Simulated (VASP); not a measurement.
# BaTe in VASP: a series of runs

Runs on BaTe. Level: PBEsol. Tasks: single point.

All numbers are computed with VASP 6.6.1; they aren't measurements. Logs are shortened: lines on timing, memory, paths and dates and some standing lists are left out, and cuts for length are marked.

## 1. The cell of the first run

The typed cell holds 4 atoms: a = 5.845 Å, b = 5.845 Å, c = 4.134 Å, α = 90.00°, β = 90.00°, γ = 90.00°.

## 2. Single point, PBEsol (volume scaled by 0.980)

File INCAR:

```
SYSTEM = BaTe
PREC = Accurate
ENCUT = 520
EDIFF = 1E-7
ISMEAR = 0
SIGMA = 0.05
LREAL = .FALSE.
LASPH = .TRUE.
NELM = 100
ALGO = Normal
ISIF = 2
LWAVE = .FALSE.
LCHARG = .FALSE.
GGA = PS
NBANDS = 24
```

File KPOINTS:

```
regular mesh
0
G
  6 6 8
  0 0 0
```

File POSCAR:

```
BaTe
1.0
    5.8445605947      0.0000000000      0.0000000000
    0.0000000000      5.8445605947      0.0000000000
    0.0000000000      0.0000000000      4.1335867814
Ba Te
2 2
Direct
    0.5000000000      0.0000000000      0.5000000000
    0.0000000000      0.5000000000      0.5000000000
    0.0000000000      0.0000000000      0.0000000000
    0.5000000000      0.5000000000      0.0000000000
```

Potentials or basis: VASP PAW PBE potentials, release 64 (Ba_sv, Te).

Run with:

```console
cat potpaw_PBE.64/Ba_sv/POTCAR potpaw_PBE.64/Te/POTCAR > POTCAR
mpirun -np 1 vasp_std > vasp.out
```

OUTCAR:

```text
SYSTEM = BaTe
   PREC = Accurate
   ENCUT = 520
   EDIFF = 1E-7
   ISMEAR = 0
   LREAL = .FALSE.
   LASPH = .TRUE.
   NELM = 100
   ISIF = 2
   GGA = PS

 ion  position               nearest neighbor table
   1  0.500  0.000  0.500-   3 3.58   4 3.58   3 3.58   4 3.58   4 3.58   4 3.58   3 3.58   3 3.58
                             2 4.13   2 4.13   2 4.13   2 4.13
   2  0.000  0.500  0.500-   3 3.58   4 3.58   3 3.58   4 3.58   3 3.58   3 3.58   4 3.58   4 3.58
                             1 4.13   1 4.13   1 4.13   1 4.13
   3  0.000  0.000  0.000-   1 3.58   2 3.58   1 3.58   2 3.58   2 3.58   2 3.58   1 3.58   1 3.58

   4  0.500  0.500  0.000-   1 3.58   2 3.58   1 3.58   2 3.58   1 3.58   1 3.58   2 3.58   2 3.58

  LATTYP: Found a simple tetragonal cell.
 ALAT       =     5.8445605947
 C/A-ratio  =     0.7072536446

  Lattice vectors:

 A1 = (   5.8445605947,   0.0000000000,   0.0000000000)
 A2 = (   0.0000000000,   5.8445605947,   0.0000000000)
 A3 = (   0.0000000000,   0.0000000000,   4.1335867814)

Analysis of symmetry for initial positions (statically):
=====================================================================
 Subroutine PRICEL returns following result:

  LATTYP: Found a simple tetragonal cell.
 ALAT       =     4.1327284296
 C/A-ratio  =     1.0002076962

  Lattice vectors:

 A1 = (   2.9222802973,  -2.9222802973,   0.0000000000)
 A2 = (   2.9222802973,   2.9222802974,   0.0000000000)
 A3 = (   0.0000000000,   0.0000000000,   4.1335867814)

   2 primitive cells build up your supercell.

 Routine SETGRP: Setting up the symmetry group for a
 simple tetragonal supercell.

 Subroutine GETGRP returns: Found 16 space group operations
 (whereof 16 operations were pure point group operations)
 out of a pool of 16 trial point group operations.

The static configuration has the point symmetry D_4h.

Analysis of symmetry for dynamics (positions and initial velocities):
=====================================================================
 Subroutine PRICEL returns following result:

  LATTYP: Found a simple tetragonal cell.
 ALAT       =     4.1327284296
 C/A-ratio  =     1.0002076962

  Lattice vectors:

 A1 = (   2.9222802973,  -2.9222802973,   0.0000000000)
 A2 = (   2.9222802973,   2.9222802974,   0.0000000000)
 A3 = (   0.0000000000,   0.0000000000,   4.1335867814)

   2 primitive cells build up your supercell.

 Routine SETGRP: Setting up the symmetry group for a
 simple tetragonal supercell.

 Subroutine GETGRP returns: Found 16 space group operations
 (whereof 16 operations were pure point group operations)
 out of a pool of 16 trial point group operations.

The dynamic configuration has the point symmetry D_4h.

 Subroutine INISYM returns: Found 16 space group operations
 (whereof 16 operations are pure point group operations),
 and found     2 'primitive' translations

----------------------------------------------------------------------------------------

                                     Primitive cell

  volume of cell :      70.5994

  direct lattice vectors                    reciprocal lattice vectors
     2.922280297 -2.922280297  0.000000000     0.171099261 -0.171099261  0.000000000
     2.922280297  2.922280297  0.000000000     0.171099261  0.171099261  0.000000000
     0.000000000  0.000000000  4.133586781     0.000000000  0.000000000  0.241920650

  length of vectors
     4.132728430  4.132728430  4.133586781     0.241970896  0.241970896  0.241920650

  position of ions in fractional coordinates (direct lattice)
     0.500000000  0.500000000  0.500000000
     0.000000000  0.000000000  0.000000000

  ion indices of the primitive-cell ions
   primitive index   ion index
                 1           1
                 2           3

----------------------------------------------------------------------------------------

 KPOINTS: regular mesh

Automatic generation of k-mesh.
 Grid dimensions read from file:
 generate k-points for:    6    6    8

 Generating k-lattice:

  Cartesian coordinates                     Fractional coordinates (reciprocal lattice)
     0.028516544  0.000000000  0.000000000     0.166666667  0.000000000  0.000000000
     0.000000000  0.028516544  0.000000000     0.000000000  0.166666667  0.000000000
     0.000000000  0.000000000  0.030240081     0.000000000  0.000000000  0.125000000

  Length of vectors
     0.028516544  0.028516544  0.030240081

  Shift w.r.t. Gamma in fractional coordinates (k-lattice)
     0.000000000  0.000000000  0.000000000

 Subroutine IBZKPT returns following result:
 ===========================================

 Found     50 irreducible k-points:

 Following reciprocal coordinates:
            Coordinates               Weight
  0.000000  0.000000  0.000000      1.000000
  0.166667  0.000000  0.000000      4.000000
  0.333333  0.000000  0.000000      4.000000
  0.500000  0.000000  0.000000      2.000000
  0.166667  0.166667  0.000000      4.000000
  0.333333  0.166667  0.000000      8.000000
[... 16 lines left out ...]
  0.333333  0.000000  0.250000      8.000000
  0.500000  0.000000  0.250000      4.000000
 [... further k-points ...]
   k-points           NKPTS =     50   k-points in BZ     NKDIM =     50   number of bands    NBANDS=     24
   number of dos      NEDOS =    301   number of ions     NIONS =      4
   total plane-waves  NPLWV =  73728
   dimension x,y,z NGX =    48 NGY =   48 NGZ =   32
   dimension x,y,z NGXF=    96 NGYF=   96 NGZF=   64
   ions per type =               2   2
   NGX,Y,Z   is equivalent  to a cutoff of  13.65, 13.65, 12.87 a.u.
   NGXF,Y,Z  is equivalent  to a cutoff of  27.31, 27.31, 25.74 a.u.
 SYSTEM =  BaTe
   PREC   = accura    normal or accurate (medium, high low for compatibility)
   ISTART =      0    job   : 0-new  1-cont  2-samecut
   ICHARG =      2    charge: 1-file 2-atom 10-const
   ISPIN  =      1    spin polarized calculation?
   LNONCOLLINEAR =      F non collinear calculations
   LSORBIT =      F    spin-orbit coupling
   LASPH  =      T    aspherical Exc in radial PAW
   ENCUT  =  520.0 eV  38.22 Ry    6.18 a.u.  10.87 10.87  7.69*2*pi/ulx,y,z
   NELM   =    100;   NELMIN=  2; NELMDL= -5     # of ELM steps
   EDIFF  = 0.1E-06   stopping-criterion for ELM
   LREAL  =      F    real-space projection
   EDIFFG = 0.1E-05   stopping-criterion for IOM
   NSW    =      0    number of steps for IOM
   IBRION =     -1    ionic relax: 0-MD 1-quasi-New 2-CG
   NFREE  =      0    steps in history (QN), initial steepest desc. (CG)
   ISIF   =      2    stress and relaxation
   ISYM   =      2    0-nonsym 1-usesym 2-fastsym
   POTIM  = 0.5000    time-step for ionic-motion
   TEBEG  =    0.0;   TEEND  =   0.0 temperature during run
   PSTRESS=    0.0 pullay stress
   NELECT =      32.0000    total number of electrons
   NUPDOWN=      -1.0000    fix difference up-down
   EMIN   =  10.00;   EMAX   =-10.00  energy-range for DOS
   EFERMI =   0.00;   METHOD = LEGACY
   ISMEAR =     0;   SIGMA  =   0.05  broadening in eV -4-tet -1-fermi 0-gaus
   EFERMI_NEDOS =   21; number of points for ismear=-14 and -15
   IALGO  =     38    algorithm
   IMIX   =      4    mixing-type and parameters
     AMIX     =   0.40;   BMIX     =  1.00
     AMIX_MAG =   1.60;   BMIX_MAG =  1.00
  volume/ion in A,a.u.               =      35.30       238.21
  Fermi-wavevector in a.u.,A,eV,Ry     =   0.998116  1.886167 13.554621  0.996237
  Thomas-Fermi vector in A             =   2.130318
   LORBIT       =      0    0 simple, 1 ext, 2 COOP (PROOUT), +10 PAW based schemes
   GGA     = PS    functional components
   LHFCALC =     F    Hartree Fock is set to
   AEXX    =    0.0000 exact exchange contribution
   IVDW    =     0    specifies the selected vdW correction
   LEPSILON=     F    determine dielectric tensor
   LRPA    =     F    only Hartree local field effects (RPA)
 non-spin polarized calculation
 Gauss-broadening in eV      SIGMA  =   0.05
  energy-cutoff  :      520.00
  volume of cell :      141.20
 maximum number of plane-waves:      3859
 NGX is ok and might be reduce to    48
   NGX = 21   NGY = 21   NGZ = 15

 number of electron      32.0000000 magnetization

 Free energy of the ion-electron system (eV)
  ---------------------------------------------------
  ext. energy  EPLUGINS =         0.00000000
  ---------------------------------------------------
  free energy    TOTEN  =       -17.85325524 eV

  energy without entropy =      -17.85325524  energy(sigma->0) =      -17.85325524

 E-fermi :   4.6725     XC(G=0):  -9.3246

 val. band max:        4.4159722298   @ k =   0.5000   0.5000   0.5000
 cond. band min:       4.8812752256   @ k =   0.0000   0.0000   0.0000
 fundamental gap:      0.4653029957
 Fermi energy:         4.6725363687

 k-point     1 :       0.0000    0.0000    0.0000
  band No.  band energies     occupation
      1     -23.5324      2.00000
      2     -23.4538      2.00000
      3      -9.0259      2.00000
      4      -9.0259      2.00000
      5      -8.5393      2.00000
      6      -8.5390      2.00000
[... 16 lines left out ...]
     23       7.2768      0.00000
     24       9.1530      0.00000

 k-point     2 :       0.1667    0.0000    0.0000
  band No.  band energies     occupation
      1     -23.5270      2.00000
      2     -23.4590      2.00000
      3      -9.0346      2.00000
      4      -8.9952      2.00000
      5      -8.6313      2.00000
      6      -8.5737      2.00000
[... 16 lines left out ...]
     23       7.7458      0.00000
     24       8.9593      0.00000

 k-point     3 :       0.3333    0.0000    0.0000
  band No.  band energies     occupation
      1     -23.5124      2.00000
      2     -23.4731      2.00000
      3      -9.0313      2.00000
      4      -8.9099      2.00000
      5      -8.8153      2.00000
      6      -8.6668      2.00000
[... 16 lines left out ...]
     23       8.5140      0.00000
     24       8.8245      0.00000

 k-point     4 :       0.5000    0.0000    0.0000
  band No.  band energies     occupation
      1     -23.4926      2.00000
      2     -23.4926      2.00000
      3      -8.9645      2.00000
      4      -8.9645      2.00000
      5      -8.7904      2.00000
      6      -8.7904      2.00000
[... 16 lines left out ...]
     23       8.0263      0.00000
     24       8.0263      0.00000

 k-point     5 :       0.1667    0.1667    0.0000
  band No.  band energies     occupation
      1     -23.5223      2.00000
      2     -23.4634      2.00000
      3      -9.1157      2.00000
      4      -8.8945      2.00000
      5      -8.7857      2.00000
      6      -8.5209      2.00000
[... 16 lines left out ...]
     23       8.2410      0.00000
     24       9.2726      0.00000

 k-point     6 :       0.3333    0.1667    0.0000
  band No.  band energies     occupation
      1     -23.5096      2.00000
      2     -23.4755      2.00000
      3      -9.1629      2.00000
      4      -8.9854      2.00000
      5      -8.7696      2.00000
      6      -8.5511      2.00000
[... 16 lines left out ...]
     23       8.8441      0.00000
     24       8.9525      0.00000
[... 379 lines left out ...]
 k-point    21 :       0.0000    0.0000    0.2500
  band No.  band energies     occupation
      1     -23.5122      2.00000
      2     -23.4362      2.00000
      3      -8.9959      2.00000
      4      -8.9652      2.00000
      5      -8.9652      2.00000
      6      -8.6656      2.00000
[... 16 lines left out ...]
     23       9.3609      0.00000
     24       9.4774      0.00000

 k-point    22 :       0.1667    0.0000    0.2500
  band No.  band energies     occupation
      1     -23.5070      2.00000
      2     -23.4412      2.00000
      3      -8.9748      2.00000
      4      -8.9622      2.00000
      5      -8.9360      2.00000
      6      -8.6777      2.00000
[... 16 lines left out ...]
     23       9.2342      0.00000
     24       9.3387      0.00000

 k-point    23 :       0.3333    0.0000    0.2500
  band No.  band energies     occupation
      1     -23.4929      2.00000
      2     -23.4548      2.00000
      3      -8.9420      2.00000
      4      -8.9254      2.00000
      5      -8.8549      2.00000
      6      -8.7123      2.00000
[... 16 lines left out ...]
     23       9.0556      0.00000
     24       9.2858      0.00000

 k-point    24 :       0.5000    0.0000    0.2500
  band No.  band energies     occupation
      1     -23.4737      2.00000
      2     -23.4737      2.00000
      3      -8.9053      2.00000
      4      -8.9053      2.00000
      5      -8.7412      2.00000
      6      -8.7412      2.00000
[... 16 lines left out ...]
     23       9.4944      0.00000
     24       9.4944      0.00000

 [... further k-points ...]

------------------------ aborting loop because EDIFF is reached ----------------------------------------

  FORCE on cell =-STRESS in cart. coord.  units (eV):
  Direction    XX          YY          ZZ          XY          YZ          ZX
  --------------------------------------------------------------------------------------
  -------------------------------------------------------------------------------------
  Total        1.2624114      1.2624114      1.2658618      0.0000000     -0.0000000      0.0000000
  in kB       14.3245400     14.3245400     14.3636917      0.0000000     -0.0000000      0.0000000
  external PRESSURE =      14.3375905 kB  Pullay stress =       0.0000000 kB

 VOLUME and BASIS-vectors are now :
 -----------------------------------------------------------------------------
  energy-cutoff  :      520.00
  volume of cell :      141.20
      direct lattice vectors                 reciprocal lattice vectors
     5.844560595  0.000000000  0.000000000     0.171099261  0.000000000  0.000000000
     0.000000000  5.844560595  0.000000000     0.000000000  0.171099261  0.000000000
     0.000000000  0.000000000  4.133586781     0.000000000  0.000000000  0.241920650

 POSITION                                       TOTAL-FORCE (eV/Angst)
 -----------------------------------------------------------------------------------
      2.92228      0.00000      2.06679        -0.000000     -0.000000     -0.000000
      0.00000      2.92228      2.06679        -0.000000     -0.000000      0.000000
      0.00000      0.00000      0.00000        -0.000000     -0.000000     -0.000000
      2.92228      2.92228      0.00000         0.000000      0.000000      0.000000
 -----------------------------------------------------------------------------------
    total drift:                               -0.000000      0.000000     -0.000000

  FREE ENERGIE OF THE ION-ELECTRON SYSTEM (eV)
  ---------------------------------------------------
  free  energy   TOTEN  =       -17.8532552393 eV

  energy  without entropy=      -17.8532552393  energy(sigma->0) =      -17.85325524
```

It took 3.5 min on 1 thread of Oxide Virtual Turin-like, shared host; peak memory 0.32 GiB.

Results:

| Item | Value |
| --- | --- |
| Free energy | -17.8533 eV |
| Pressure | 1.4 GPa |
| Band gap on the k mesh | 0.47 eV |

Caveat: the PAW data sets were made with another functional, which shifts forces and pressure a little; spin-orbit coupling is left out, which moves the levels of the heavy elements.

## 3. Single point, PBEsol (volume scaled by 1.020)

File INCAR:

```
ALGO = Normal
EDIFF = 1E-6
ENCUT = 520
GGA = PS
ISIF = 2
ISMEAR = 0
LASPH = T
LCHARG = T
LELF = T
LREAL = F
LVHAR = T
LWAVE = F
NBANDS = 24
NELM = 60
PREC = Accurate
SIGMA = 0.05
```

File KPOINTS:

```
k-points
0
Gamma
  6 6 8
```

File POSCAR:

```
BaTe
1.0
    5.9230204348      0.0000000000      0.0000000000
    0.0000000000      5.9230204348      0.0000000000
    0.0000000000      0.0000000000      4.1890777893
Ba Te
2 2
Direct
    0.5000000000      0.0000000000      0.5000000000
    0.0000000000      0.5000000000      0.5000000000
    0.0000000000      0.0000000000      0.0000000000
    0.5000000000      0.5000000000      0.0000000000
```

Potentials or basis: VASP PAW PBE potentials, release 64 (Ba_sv, Te).

Run with:

```console
cat potpaw_PBE.64/Ba_sv/POTCAR potpaw_PBE.64/Te/POTCAR > POTCAR
mpirun -np 1 vasp_std > vasp.out
```

It took 3.2 min on 1 thread of Oxide Virtual Turin-like, shared host; peak memory 0.33 GiB.

It converged, with:

- Free energy: -17.8761 eV
- Pressure: -0.1 GPa
- Band gap on the k mesh: 0.58 eV

Levels at points of the mesh, in eV from the valence-band top:
```tsv
k point	band 12	band 13	band 14	band 15	band 16	band 17	band 18	band 19	band 20	band 21
(0.00, 0.00, 0.00)	-2.14	-0.38	-0.38	-0.38	0.00	0.58	0.58	0.84	2.50	2.52
(0.50, 0.00, 0.00)	-2.44	-1.64	-1.64	-0.61	-0.61	1.66	1.66	3.11	3.11	3.28
(0.50, 0.50, 0.00)	-3.62	-0.96	-0.96	-0.96	-0.96	1.43	1.43	4.71	4.71	5.10
(0.00, 0.00, 0.50)	-3.15	-3.15	-3.15	-0.96	-0.96	1.43	4.71	4.83	4.83	4.83
(0.50, 0.00, 0.50)	-2.78	-2.29	-2.29	-1.27	-1.27	2.48	2.48	2.60	2.60	3.06
(0.50, 0.50, 0.50)	-2.14	-2.14	-2.14	0.00	0.00	0.84	0.84	2.52	2.52	2.87
```

Caveat: the PAW data sets were made with another functional, which shifts forces and pressure a little; spin-orbit coupling is left out, which moves the levels of the heavy elements.

## 4. Single point, PBEsol (volume scaled by 1.040)

File INCAR:

```
PREC = Accurate
ENCUT = 520
EDIFF = 1E-6
ISMEAR = 0
SIGMA = 0.05
LREAL = False
LASPH = True
NELM = 60
ALGO = Normal
ISIF = 2
LWAVE = False
LCHARG = False
GGA = PS
NBANDS = 24
```

File KPOINTS:

```
Automatic mesh
0
Gamma
  6 6 8
```

File POSCAR:

```
BaTe
1.0
    5.9614826842      0.0000000000      0.0000000000
    0.0000000000      5.9614826842      0.0000000000
    0.0000000000      0.0000000000      4.2162803553
Ba Te
2 2
Direct
    0.5000000000      0.0000000000      0.5000000000
    0.0000000000      0.5000000000      0.5000000000
    0.0000000000      0.0000000000      0.0000000000
    0.5000000000      0.5000000000      0.0000000000
```

Run with:

```console
cat potpaw_PBE.64/Ba_sv/POTCAR potpaw_PBE.64/Te/POTCAR > POTCAR
mpirun -np 1 vasp_std > vasp.out
```

Run time: 3.6 min. Hardware: 1 thread of Oxide Virtual Turin-like, shared host; peak memory 0.32 GiB.

It converged, with:

```
Free energy            : -17.8680 eV
Pressure               : -0.8 GPa
Band gap on the k mesh : 0.63 eV
```

Levels at points of the mesh, in eV from the valence-band top:
```
           k point  band 12  band 13  band 14  band 15  band 16  band 17  band 18  band 19  band 20  band 21
(0.00, 0.00, 0.00)    -2.11    -0.38    -0.38    -0.38     0.00     0.63     0.63     0.86     2.39     2.49
(0.50, 0.00, 0.00)    -2.39    -1.62    -1.62    -0.59    -0.59     1.68     1.68     3.07     3.07     3.27
(0.50, 0.50, 0.00)    -3.55    -0.93    -0.93    -0.93    -0.93     1.46     1.46     4.74     4.74     5.01
(0.00, 0.00, 0.50)    -3.06    -3.06    -3.06    -0.93    -0.93     1.46     4.74     4.76     4.76     4.76
(0.50, 0.00, 0.50)    -2.73    -2.23    -2.23    -1.25    -1.25     2.48     2.48     2.59     2.59     3.04
(0.50, 0.50, 0.50)    -2.11    -2.11    -2.11     0.00     0.00     0.86     0.86     2.50     2.50     2.88
```

Caveat: the PAW data sets were made with another functional, which shifts forces and pressure a little; spin-orbit coupling is left out, which moves the levels of the heavy elements. A k mesh can miss the band edges.

## 5. Overview

| cell | gap on the mesh (eV) | pressure (GPa) |
| --- | --- | --- |
| a = 5.845, b = 5.845, c = 4.134 Å, 4 atoms | 0.47 | 1.4 |
| a = 5.923, b = 5.923, c = 4.189 Å, 4 atoms | 0.58 | -0.1 |
| a = 5.961, b = 5.961, c = 4.216 Å, 4 atoms | 0.63 | -0.8 |

Alike in all rows: task single point; level PBEsol; potentials or basis VASP PAW PBE potentials, release 64 (Ba_sv, Te); no spin polarisation; k mesh 6 × 6 × 8; cutoff (eV) 520; smearing gaussian 0.05 eV.

Caveats: the PAW data sets were made with another functional, which shifts forces and pressure a little; spin-orbit coupling is left out, which moves the levels of the heavy elements.

Absolute energies hang on the potentials; compare differences alone.
